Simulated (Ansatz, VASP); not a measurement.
## Two plane-wave programs on In4Sb3As

```
In Sb As
1.0
     6.52733   -0.00018    0.00083
    -0.00018    6.52784   -0.00010
     0.00083   -0.00010    6.52584
In Sb As
4 3 1
Cartesian
  1.5749 4.9520 1.5763
  1.5782 1.5771 4.9463
  4.9541 4.9506 4.9541
  4.9485 1.5759 1.5760
  -0.0014 3.2635 3.2619
  3.2620 3.2640 0.0003
  3.2660 -0.0032 3.2644
  0.0017 0.0028 0.0003
```

Change from the starting cell: cell x1, atoms moved at random (sigma 0.1 Å) and cell strained at random (1.5 %), then relaxed without symmetry.

Alike in both runs: functional PBE; k mesh 4 × 4 × 4; occupations gaussian, width 0.2 eV; no spin polarisation.

Ansatz relaxed the structure, and its values are those at the end. VASP's run is a single point on that final structure, the one shown.

|  | VASP | Ansatz |
| --- | --- | --- |
| version | VASP 6.6.1 | Ansatz 0.2.0 |
| potentials or method | VASP PAW PBE potentials, release 64 (In_d, Sb, As), cutoff 520 eV | scalar-relativistic, plane waves, PAW |
| valence electrons in the cell | 72 | 112 |

|  | VASP | Ansatz | Ansatz less VASP |
| --- | --- | --- | --- |
| gap on the k mesh at the Fermi level (eV) | none | none | - |
| pressure (GPa) | 0.0 | 0.0 | +0.01 |
| rms of the force components (eV/Å) | 0.003 | 0.002 | -0.0015 |

A gap of «none» marks a metal or a gap that the smearing closes. VASP's potentials hold 72 valence electrons a cell and Ansatz's 112, so a difference there can come from the potentials and not from the codes.

Spin-orbit coupling is off throughout.
